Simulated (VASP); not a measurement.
# NaH3 (C2/c) in VASP: notebook

NaH3 is run at these levels: PBE; tasks: single point.

Program: VASP 6.6.1. These are calculated values, not measurements. Logs are shortened: lines on timing, memory, paths and dates and some standing lists are left out, and cuts for length are marked.

### Step 1. The cell of the first run

The structure is monoclinic, space group C2/c (No. 15). Conventional cell: a = 12.577 Å, b = 4.588 Å, c = 4.561 Å, α = 90.00°, β = 109.81°, γ = 90.00°. Na (site symmetry 2) has 8 H at 2.28 to 2.99 Å within 3.0 Å. H (site symmetry 1) has 1 H at 0.75 Å within 1.0 Å. H (site symmetry 2) has 4 Na at 2.28 to 2.30 Å within 3.0 Å.

### Step 2. Single point, PBE

INCAR

```
ALGO = Normal ; EDIFF = 1E-6
ENCUT = 500 ; GGA = PE
GGA_COMPAT = F ; ISIF = 2
ISMEAR = 0 ; LASPH = T
LCHARG = F ; LREAL = F
LWAVE = F ; NBANDS = 20
NELM = 120 ; PREC = Accurate
SIGMA = 0.1
```

KPOINTS

```
k-points
0
Gamma
  4 4 4
```

POSCAR

```
NaH3
1.0
    6.2887227000     -2.2938452000      0.0000000000
    6.2887227000      2.2938452000      0.0000000000
   -1.5459342000      0.0000000000      4.2913827000
Na H
2 6
Direct
    0.2498810000      0.7501190000      0.7500000000
    0.7501190000      0.2498810000      0.2500000000
    0.5328220000      0.9651060000      0.0735050000
    0.7503575000      0.2496425000      0.7500000000
    0.0348940000      0.4671780000      0.4264950000
    0.9651060000      0.5328220000      0.5735050000
    0.4671780000      0.0348940000      0.9264950000
    0.2496425000      0.7503575000      0.2500000000
```

Potentials or basis: VASP PAW PBE potentials, release 64 (Na_pv, H).

Launch:

```
cat potpaw_PBE.64/Na_pv/POTCAR potpaw_PBE.64/H/POTCAR > POTCAR
mpirun -np 1 vasp_std > vasp.out
```

OUTCAR:

```text
EDIFF = 1E-6
   ENCUT = 500
   GGA = PE
   ISIF = 2
   ISMEAR = 0
   LASPH = T
   LREAL = F
   NELM = 120
   PREC = Accurate

 ion  position               nearest neighbor table
   1  0.250  0.750  0.750-
   2  0.750  0.250  0.250-
   3  0.533  0.965  0.074-   7 0.75
   4  0.750  0.250  0.750-
   5  0.035  0.467  0.426-   6 0.75
   6  0.965  0.533  0.574-   5 0.75
   7  0.467  0.035  0.926-   3 0.75
   8  0.250  0.750  0.250-

  LATTYP: Found a base centered monoclinic cell.
 ALAT       =    12.5774454000
 B/A-ratio  =     0.3647553421
 C/A-ratio  =     0.3626607734
 COS(beta)  =    -0.3389206112

  Lattice vectors:

 A1 = (   6.2887227000,  -2.2938452000,   0.0000000000)
 A2 = (   6.2887227000,   2.2938452000,   0.0000000000)
 A3 = (  -1.5459342000,   0.0000000000,   4.2913827000)

Analysis of symmetry for initial positions (statically):
=====================================================================
 Subroutine PRICEL returns:
 Original cell was already a primitive cell.

 Routine SETGRP: Setting up the symmetry group for a
 base centered monoclinic supercell.

 Subroutine GETGRP returns: Found  4 space group operations
 (whereof  2 operations were pure point group operations)
 out of a pool of  4 trial point group operations.

The static configuration has the point symmetry S_2 .
 The point group associated with its full space group is C_2h.

Analysis of symmetry for dynamics (positions and initial velocities):
=====================================================================
 Subroutine PRICEL returns:
 Original cell was already a primitive cell.

 Routine SETGRP: Setting up the symmetry group for a
 base centered monoclinic supercell.

 Subroutine GETGRP returns: Found  4 space group operations
 (whereof  2 operations were pure point group operations)
 out of a pool of  4 trial point group operations.

The dynamic configuration has the point symmetry S_2 .
 The point group associated with its full space group is C_2h.

 Subroutine INISYM returns: Found  4 space group operations
 (whereof  2 operations are pure point group operations),
 and found     1 'primitive' translations

----------------------------------------------------------------------------------------

                                     Primitive cell

  volume of cell :     123.8094

  direct lattice vectors                    reciprocal lattice vectors
     6.288722700 -2.293845200  0.000000000     0.079507401 -0.217974604  0.028641867
     6.288722700  2.293845200  0.000000000     0.079507401  0.217974604  0.028641867
    -1.545934200  0.000000000  4.291382700     0.000000000  0.000000000  0.233025127

  length of vectors
     6.694009187  6.694009187  4.561346076     0.233783472  0.233783472  0.233025127

  position of ions in fractional coordinates (direct lattice)
     0.249881000  0.750119000  0.750000000
     0.750119000  0.249881000  0.250000000
     0.532822000  0.965106000  0.073505000
     0.750357500  0.249642500  0.750000000
     0.034894000  0.467178000  0.426495000
     0.965106000  0.532822000  0.573505000
     0.467178000  0.034894000  0.926495000
     0.249642500  0.750357500  0.250000000

  ion indices of the primitive-cell ions
   primitive index   ion index
                 1           1
                 2           2
                 3           3
                 4           4
                 5           5
                 6           6
                 7           7
                 8           8

----------------------------------------------------------------------------------------

 KPOINTS: k-points

Automatic generation of k-mesh.
 Grid dimensions read from file:
 generate k-points for:    4    4    4

 Generating k-lattice:

  Cartesian coordinates                     Fractional coordinates (reciprocal lattice)
     0.019876850 -0.054493651  0.007160467     0.250000000  0.000000000 -0.000000000
     0.019876850  0.054493651  0.007160467     0.000000000  0.250000000 -0.000000000
     0.000000000  0.000000000  0.058256282     0.000000000  0.000000000  0.250000000

  Length of vectors
     0.058445868  0.058445868  0.058256282

  Shift w.r.t. Gamma in fractional coordinates (k-lattice)
     0.000000000  0.000000000  0.000000000

 Subroutine IBZKPT returns following result:
 ===========================================

 Found     24 irreducible k-points:

 Following reciprocal coordinates:
            Coordinates               Weight
  0.000000  0.000000  0.000000      1.000000
  0.250000  0.000000  0.000000      4.000000
  0.500000  0.000000  0.000000      2.000000
  0.250000  0.250000  0.000000      2.000000
  0.500000  0.250000  0.000000      4.000000
 -0.250000  0.250000  0.000000      2.000000
[... 16 lines left out ...]
 -0.250000  0.250000  0.500000      2.000000
  0.500000  0.500000  0.500000      1.000000
   k-points           NKPTS =     24   k-points in BZ     NKDIM =     24   number of bands    NBANDS=     20
   number of dos      NEDOS =    301   number of ions     NIONS =      8
   total plane-waves  NPLWV =  90000
   dimension x,y,z NGX =    50 NGY =   50 NGZ =   36
   dimension x,y,z NGXF=   100 NGYF=  100 NGZF=   72
   ions per type =               2   6
   NGX,Y,Z   is equivalent  to a cutoff of  12.42, 12.42, 13.12 a.u.
   NGXF,Y,Z  is equivalent  to a cutoff of  24.84, 24.84, 26.24 a.u.
 SYSTEM =  unknown system
   PREC   = accura    normal or accurate (medium, high low for compatibility)
   ISTART =      0    job   : 0-new  1-cont  2-samecut
   ICHARG =      2    charge: 1-file 2-atom 10-const
   ISPIN  =      1    spin polarized calculation?
   LNONCOLLINEAR =      F non collinear calculations
   LSORBIT =      F    spin-orbit coupling
   LASPH  =      T    aspherical Exc in radial PAW
   ENCUT  =  500.0 eV  36.75 Ry    6.06 a.u.  12.20 12.20  8.32*2*pi/ulx,y,z
   NELM   =    120;   NELMIN=  2; NELMDL= -5     # of ELM steps
   EDIFF  = 0.1E-05   stopping-criterion for ELM
   LREAL  =      F    real-space projection
   EDIFFG = 0.1E-04   stopping-criterion for IOM
   NSW    =      0    number of steps for IOM
   IBRION =     -1    ionic relax: 0-MD 1-quasi-New 2-CG
   NFREE  =      0    steps in history (QN), initial steepest desc. (CG)
   ISIF   =      2    stress and relaxation
   ISYM   =      2    0-nonsym 1-usesym 2-fastsym
   POTIM  = 0.5000    time-step for ionic-motion
   TEBEG  =    0.0;   TEEND  =   0.0 temperature during run
   PSTRESS=    0.0 pullay stress
   NELECT =      20.0000    total number of electrons
   NUPDOWN=      -1.0000    fix difference up-down
   EMIN   =  10.00;   EMAX   =-10.00  energy-range for DOS
   EFERMI =   0.00;   METHOD = LEGACY
   ISMEAR =     0;   SIGMA  =   0.10  broadening in eV -4-tet -1-fermi 0-gaus
   EFERMI_NEDOS =   21; number of points for ismear=-14 and -15
   IALGO  =     38    algorithm
   IMIX   =      4    mixing-type and parameters
     AMIX     =   0.40;   BMIX     =  1.00
     AMIX_MAG =   1.60;   BMIX_MAG =  1.00
  volume/ion in A,a.u.               =      15.48       104.44
  Fermi-wavevector in a.u.,A,eV,Ry     =   0.891594  1.684867 10.815802  0.794939
  Thomas-Fermi vector in A             =   2.013434
   LORBIT       =      0    0 simple, 1 ext, 2 COOP (PROOUT), +10 PAW based schemes
   GGA     = PE    functional components
   LHFCALC =     F    Hartree Fock is set to
   AEXX    =    0.0000 exact exchange contribution
   IVDW    =     0    specifies the selected vdW correction
   LEPSILON=     F    determine dielectric tensor
   LRPA    =     F    only Hartree local field effects (RPA)
 non-spin polarized calculation
 Gauss-broadening in eV      SIGMA  =   0.10
  energy-cutoff  :      500.00
  volume of cell :      123.81
 maximum number of plane-waves:      3160
 NGX is ok and might be reduce to    50

 number of electron      19.9999988 magnetization

 Free energy of the ion-electron system (eV)
  ---------------------------------------------------
  ext. energy  EPLUGINS =         0.00000000
  ---------------------------------------------------
  free energy    TOTEN  =       -23.27250660 eV

  energy without entropy =      -23.27250660  energy(sigma->0) =      -23.27250660

 E-fermi :  -1.2814     XC(G=0):  -6.0573

 val. band max:       -1.8155477724   @ k =   0.0000   0.0000   0.0000
 cond. band min:       1.2035036874   @ k =   0.5000   0.0000   0.5000
 fundamental gap:      3.0190514598
 Fermi energy:        -1.2813616976

 k-point     1 :       0.0000    0.0000    0.0000
  band No.  band energies     occupation
      1     -24.7435      2.00000
      2     -24.7272      2.00000
      3     -24.6526      2.00000
      4     -24.6502      2.00000
      5     -24.5845      2.00000
      6     -24.5830      2.00000
[... 12 lines left out ...]
     19       7.9592      0.00000
     20       8.8003      0.00000

 k-point     2 :       0.2500    0.0000    0.0000
  band No.  band energies     occupation
      1     -24.7411      2.00000
      2     -24.7295      2.00000
      3     -24.6447      2.00000
      4     -24.6403      2.00000
      5     -24.5966      2.00000
      6     -24.5928      2.00000
[... 12 lines left out ...]
     19       7.7226      0.00000
     20       8.3360      0.00000
[... 465 lines left out ...]
      3     -24.6666      2.00000
      4     -24.6666      2.00000
      5     -24.5763      2.00000
      6     -24.5763      2.00000
[... 12 lines left out ...]
     19       9.7699      0.00000
     20       9.7709      0.00000

 k-point    24 :       0.5000    0.5000    0.5000
  band No.  band energies     occupation
      1     -24.7352      2.00000
      2     -24.7352      2.00000
      3     -24.6210      2.00000
      4     -24.6210      2.00000
      5     -24.6185      2.00000
      6     -24.6185      2.00000
[... 12 lines left out ...]
     19       7.4300      0.00000
     20       7.4300      0.00000

------------------------ aborting loop because EDIFF is reached ----------------------------------------

  FORCE on cell =-STRESS in cart. coord.  units (eV):
  Direction    XX          YY          ZZ          XY          YZ          ZX
  --------------------------------------------------------------------------------------
  -------------------------------------------------------------------------------------
  Total       -0.0647809     -0.0521119      0.0669271      0.0000000      0.0000000     -0.0764842
  in kB       -0.8383084     -0.6743625      0.8660820      0.0000000      0.0000000     -0.9897562
  external PRESSURE =      -0.2155296 kB  Pullay stress =       0.0000000 kB

 VOLUME and BASIS-vectors are now :
 -----------------------------------------------------------------------------
  energy-cutoff  :      500.00
  volume of cell :      123.81
      direct lattice vectors                 reciprocal lattice vectors
     6.288722700 -2.293845200  0.000000000     0.079507401 -0.217974604  0.028641867
     6.288722700  2.293845200  0.000000000     0.079507401  0.217974604  0.028641867
    -1.545934200  0.000000000  4.291382700     0.000000000  0.000000000  0.233025127

 POSITION                                       TOTAL-FORCE (eV/Angst)
 -----------------------------------------------------------------------------------
      5.12927      1.14747      3.21854         0.000000     -0.002268      0.000000
      5.90224     -1.14747      1.07285         0.000000      0.002268      0.000000
      9.30642      0.99159      0.31544        -0.063651     -0.074998      0.145507
      5.12927     -1.14856      3.21854         0.000000      0.006268      0.000000
      2.49806      0.99159      1.83025         0.063651     -0.074998     -0.145507
      8.53345     -0.99159      2.46113        -0.063651      0.074998      0.145507
      1.72509     -0.99159      3.97594         0.063651      0.074998     -0.145507
      5.90224      1.14856      1.07285         0.000000     -0.006268      0.000000
 -----------------------------------------------------------------------------------
    total drift:                                0.000000      0.000000      0.000000

  FREE ENERGIE OF THE ION-ELECTRON SYSTEM (eV)
  ---------------------------------------------------
  free  energy   TOTEN  =       -23.2725065982 eV

  energy  without entropy=      -23.2725065982  energy(sigma->0) =      -23.27250660
```

Run time: 43 s. Hardware: 1 thread of AMD EPYC 9R45 (Zen 5), shared host; peak memory 0.25 GiB.

What came out:

| Item | Value |
| --- | --- |
| Free energy | -23.2725 eV |
| Pressure | 0.0 GPa |
| Largest force | 0.176 eV/Å |
| Band gap on the k mesh | 3.02 eV (least direct gap 3.13 eV) |

Forces in eV/Å, atoms in the order of the input:
```
Na   0.000 -0.002  0.000
Na   0.000  0.002  0.000
H   -0.064 -0.075  0.146
H    0.000  0.006  0.000
H    0.064 -0.075 -0.146
H   -0.064  0.075  0.146
H    0.064  0.075 -0.146
H    0.000 -0.006  0.000
```

Levels at points of the mesh, in eV from the valence-band top:
```
           k point  band 6  band 7  band 8  band 9  band 10  band 11  band 12  band 13  band 14  band 15
(0.00, 0.00, 0.00)  -22.77   -7.46   -6.26   -2.51     0.00     3.13     4.81     5.94     6.38     6.44
(0.50, 0.00, 0.00)  -22.80   -6.86   -6.86   -1.40    -1.40     4.56     4.60     5.56     5.58     6.33
(0.50, 0.50, 0.00)  -22.77   -7.42   -6.27   -2.74    -0.02     4.39     4.45     5.20     5.63     7.75
(0.00, 0.00, 0.50)  -22.80   -6.85   -6.85   -1.39    -1.39     4.16     4.16     5.44     5.44     7.13
(0.50, 0.00, 0.50)  -22.76   -6.79   -6.77   -1.09    -1.00     3.02     3.63     3.85     4.30     6.34
(0.50, 0.50, 0.50)  -22.80   -6.84   -6.84   -1.40    -1.40     4.14     4.14     5.48     5.48     7.10
```

### Step 3. Single point, PBE

This run uses another cell than the first one, of the same volume but with other edges.

INCAR

```
SYSTEM = NaH3
  PREC = Accurate
  ENCUT = 500
  EDIFF = 1E-6
  ISMEAR = 0
  SIGMA = 0.1
  LREAL = .False.
  LASPH = .True.
  NELM = 120
  ALGO = Normal
  ISIF = 2
  LWAVE = .False.
  LCHARG = .False.
  GGA = PE
  NBANDS = 20
  GGA_COMPAT = .False.
```

KPOINTS

```
regular mesh
0
Gamma
  4 4 4
  0 0 0
```

POSCAR

```
NaH3
1.0
    1.5470159666      0.0000000000     -4.2897113240
    0.0000000000     -4.5870901738      0.0000000000
   -6.2930960994      2.2935450869      0.0000097737
Na H
2 6
Direct
    0.2500000000      0.2498188967      0.0000000000
    0.7500000000      0.7501811033      0.0000000000
    0.9270100318      0.0366738579      0.5033181140
    0.2500000000      0.7497685756      0.0000000000
    0.5729899682      0.5333557440      0.4966818860
    0.4270100318      0.4666442560      0.5033181140
    0.0729899682      0.9633261421      0.4966818860
    0.7500000000      0.2502314244      0.0000000000
```

Potentials or basis: VASP PAW PBE potentials, release 64 (Na_pv, H).

Launch:

```
cat potpaw_PBE.64/Na_pv/POTCAR potpaw_PBE.64/H/POTCAR > POTCAR
mpirun -np 1 vasp_std > vasp.out
```

Run time: 30 s. Hardware: 1 thread of AMD EPYC 9R45 (Zen 5), shared host; peak memory 0.21 GiB.

It converged, with:

* Free energy: -23.2736 eV
* Pressure: -0.1 GPa
* Largest force: 0.013 eV/Å
* Band gap on the k mesh: 3.00 eV (least direct gap 3.12 eV)

Forces in eV/Å, atoms in the order of the input:
```
Na   0.000  0.000  0.000
Na   0.000  0.000  0.000
H    0.003  0.003 -0.012
H    0.000 -0.001  0.000
H   -0.003  0.003  0.012
H    0.003 -0.003 -0.012
H   -0.003 -0.003  0.012
H    0.000  0.001  0.000
```

Levels at points of the mesh, in eV from the valence-band top:
```tsv
k point	band 6	band 7	band 8	band 9	band 10	band 11	band 12	band 13	band 14	band 15
(0.00, 0.00, 0.00)	-22.77	-7.44	-6.23	-2.51	0.00	3.12	4.79	5.89	6.38	6.44
(0.50, 0.00, 0.00)	-22.80	-6.82	-6.82	-1.39	-1.39	4.13	4.13	5.45	5.45	7.11
(0.00, 0.50, 0.00)	-22.80	-6.83	-6.83	-1.41	-1.40	4.53	4.60	5.53	5.59	6.34
(0.50, 0.50, 0.00)	-22.76	-6.76	-6.75	-1.09	-1.00	3.00	3.62	3.82	4.30	6.33
(0.00, 0.00, 0.50)	-22.77	-7.39	-6.24	-2.74	-0.02	4.39	4.44	5.18	5.62	7.75
(0.50, 0.00, 0.50)	-22.80	-6.82	-6.82	-1.40	-1.40	4.15	4.15	5.46	5.46	7.08
```

A k mesh can miss the band edges.

### Step 4. Single point, PBE

INCAR

```
SYSTEM = NaH3
  ALGO = Normal
  EDIFF = 1E-6
  ENCUT = 500
  GGA = PE
  GGA_COMPAT = .FALSE.
  ISIF = 2
  ISMEAR = 0
  LASPH = .TRUE.
  LCHARG = .FALSE.
  LREAL = .FALSE.
  LWAVE = .FALSE.
  NBANDS = 20
  NELM = 120
  PREC = Accurate
  SIGMA = 0.02
```

KPOINTS

```
k-points
0
G
  6 6 6
  0 0 0
```

POSCAR

```
NaH3
1.0
    6.2930960994     -2.2935450869     -0.0000097737
    6.2930960994      2.2935450869     -0.0000097737
   -1.5470159666      0.0000000000      4.2897113240
Na H
2 6
Direct
    0.2498188967      0.7501811033      0.7500000000
    0.7501811033      0.2498188967      0.2500000000
    0.5333557440      0.9633261421      0.0729899682
    0.7497685756      0.2502314244      0.7500000000
    0.0366738579      0.4666442560      0.4270100318
    0.9633261421      0.5333557440      0.5729899682
    0.4666442560      0.0366738579      0.9270100318
    0.2502314244      0.7497685756      0.2500000000
```

Launch:

```
cat potpaw_PBE.64/Na_pv/POTCAR potpaw_PBE.64/H/POTCAR > POTCAR
mpirun -np 1 vasp_std > vasp.out
```

It took 1.8 min on 1 thread of AMD EPYC 9R45 (Zen 5), shared host; peak memory 0.3 GiB.

Results (log left out):

```
Free energy            : -23.2736 eV
Pressure               : -0.1 GPa
Largest force          : 0.013 eV/Å
Band gap on the k mesh : 3.00 eV (least direct gap 3.12 eV)
```

Forces on the atoms (eV/Å):
```
Na   0.000  0.000  0.000
Na   0.000  0.000  0.000
H    0.003  0.003 -0.012
H    0.000 -0.001  0.000
H   -0.003  0.003  0.012
H    0.003 -0.003 -0.012
H   -0.003 -0.003  0.012
H    0.000  0.001  0.000
```

Levels at points of the mesh, in eV from the valence-band top:
```
           k point  band 8  band 9  band 10  band 11  band 12  band 13
(0.00, 0.00, 0.00)   -6.23   -2.51     0.00     3.12     4.79     5.89
(0.50, 0.00, 0.00)   -6.83   -1.41    -1.40     4.53     4.60     5.53
(0.50, 0.50, 0.00)   -6.24   -2.74    -0.02     4.39     4.44     5.18
(0.00, 0.00, 0.50)   -6.82   -1.39    -1.39     4.13     4.13     5.45
(0.50, 0.00, 0.50)   -6.75   -1.09    -1.00     3.00     3.62     3.82
(0.50, 0.50, 0.50)   -6.82   -1.40    -1.40     4.15     4.15     5.46
```

A k mesh can miss the band edges.

### Step 5. The runs side by side

```csv
cell,k mesh,smearing,gap on the mesh (eV),pressure (GPa),largest force (eV/Å)
"a = 6.694, b = 6.694, c = 4.561 Å, angles 108.6, 108.6, 40.1°, 8 atoms, atomic positions A",4 × 4 × 4,gaussian 0.1 eV,3.02,0.0,0.18
"a = 4.560, b = 4.587, c = 6.698 Å, angles 110.0, 108.6, 90.0°, 8 atoms, atomic positions B",4 × 4 × 4,gaussian 0.1 eV,3.00,-0.1,0.01
"a = 6.698, b = 6.698, c = 4.560 Å, angles 108.6, 108.6, 40.0°, 8 atoms, atomic positions B",6 × 6 × 6,gaussian 0.02 eV,3.00,-0.1,0.01
```

Alike in all rows: task single point; level PBE; potentials or basis VASP PAW PBE potentials, release 64 (Na_pv, H); no spin polarisation; cutoff (eV) 500.

Absolute energies hang on the potentials; compare differences alone.
